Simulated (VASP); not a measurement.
Wanted: the native input for a VASP 6.6.1 run.

```yaml
Task: relaxation of cell and atoms
Functional: PBEsol
Potentials_or_basis: VASP PAW PBE potentials, release 64 (Zn)
Cutoff: 600 eV
k_mesh: 12 × 12 × 12
Occupations: fermi-dirac, width 0.05 eV
Spin: no spin polarisation
Dipole_correction: no
Further_INCAR_settings: ALGO = Normal; EDIFF = 1e-06; IBRION = 2; EDIFFG = -0.005; NSW = 80; ISIF = 3
```

The structure of Zn lies in POSCAR:

```
Zn
1.0
   -1.5690370000      1.5690370000      1.5690370000
    1.5690370000     -1.5690370000      1.5690370000
    1.5690370000      1.5690370000     -1.5690370000
Zn
1
Direct
    0.0000000000      0.0000000000      0.0000000000
```

The input as run:

INCAR

```
SYSTEM = Zn
  PREC = Accurate
  ENCUT = 600
  EDIFF = 1E-6
  ISMEAR = -1
  SIGMA = 0.05
  LREAL = .FALSE.
  LASPH = .TRUE.
  NELM = 60
  ALGO = Normal
  ISIF = 3
  LWAVE = .FALSE.
  LCHARG = .FALSE.
  GGA = PS
  IBRION = 2
  NSW = 80
  EDIFFG = -0.005
```

KPOINTS

```
regular mesh
0
G
  12 12 12
  0 0 0
```

Potentials or basis: VASP PAW PBE potentials, release 64 (Zn).

Command:

```sh
$ cat potpaw_PBE.64/Zn/POTCAR > POTCAR
$ mpirun -np 1 vasp_std > vasp.out
```

It gave:

```yaml
Relaxed_volume: 14.31 Å³/atom
Relaxed_cell: a = 2.649 Å, b = 2.649 Å, c = 2.649 Å, α = 109.47°, β = 109.47°, γ = 109.47°
Space_group_after_relaxing_to_0.05_Å: Im-3m (No. 229)
Energy_gained_by_relaxing: 19.1 meV/atom
Ionic_steps: 4
Pressure_after_relaxing: 0.0 GPa
Band_gap_on_the_k_mesh: zero (band 6 reaches 7.77 eV, above the bottom of band 7 at 2.62 eV)
```

Caveat: the PAW data sets were made with another functional, which shifts forces and pressure a little.

It took 11 s on 1 thread of Intel(R) Xeon(R) 6975P-C (Granite Rapids), with other jobs on the host, peak memory 0.14 GiB.
